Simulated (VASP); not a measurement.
Here is a VASP 6.6.1 calculation.

File INCAR:

```
PREC = Accurate
ENCUT = 520
EDIFF = 1E-7
ISMEAR = -1
SIGMA = 0.05
LREAL = False
LASPH = True
NELM = 80
ALGO = Normal
ISIF = 2
LWAVE = False
LCHARG = True
GGA = B5
ALDAX = 1.0
AGGAX = 1.0
AGGAC = 1.0
ALDAC = 0.0
IVDW = 12
VDW_S6 = 1.0
VDW_S8 = 2.6996
VDW_A1 = 0.4298
VDW_A2 = 4.2359
LELF = True
LVHAR = True
NBANDS = 51
```

File KPOINTS:

```
regular mesh
0
Gamma
  7 5 5
```

The input POSCAR:

```
BaTiO3
1.0
   -0.0066040582      0.0065940864     -4.0266729907
    4.0189572600      4.0231550588     -0.0005663872
    4.0323501012     -4.0360049785      0.0127736673
Ba Ti O
2 2 6
Direct
    1.0070405731      0.0001415258     -0.0071108181
    1.0070409299      0.5001403573      0.4928904885
    0.5193701698      0.5002963223      0.9804849597
    0.5193699381      1.0002965374      0.4804852052
    0.9862036445      0.4999380636      1.0063741516
   -0.0137967394      0.9999379345      0.5063738816
    0.4937648708      0.2460234200      0.2601786910
    0.4937651618      0.7460246851      0.7601776256
    0.4936209642      0.2536001012      0.7600722874
    0.4936204872      0.7536010527      0.2600735176
```

Potentials or basis: VASP PAW PBE potentials, release 64 (Ba_sv, Ti_sv, O).

The run is started by

```console
$ cat potpaw_PBE.64/Ba_sv/POTCAR potpaw_PBE.64/Ti_sv/POTCAR potpaw_PBE.64/O/POTCAR > POTCAR
$ mpirun -np 1 vasp_std > vasp.out
```

Q: Estimate the band gap on the k mesh.

A: 2.40 eV.

Q: What does it give for the largest force?

A: 0.133 eV/Å.

Q: Estimate the pressure.

A: 2.0 GPa.

Q: Estimate the dispersion energy per atom.

A: -0.602 eV.

Forces on the atoms (eV/Å):
```
Ba   0.022 -0.023  0.022
Ba   0.022 -0.023  0.022
Ti   0.075 -0.078  0.076
Ti   0.075 -0.078  0.076
O   -0.008  0.009 -0.082
O   -0.008  0.009 -0.082
O   -0.008  0.083 -0.008
O   -0.008  0.083 -0.008
O   -0.080  0.009 -0.008
O   -0.080  0.009 -0.008
```

Caveat: the PAW data sets were made with another functional, which shifts forces and pressure a little; spin-orbit coupling is left out, which moves the levels of the heavy elements; an odd mesh through Γ misses points on the zone boundary, where band edges can lie.
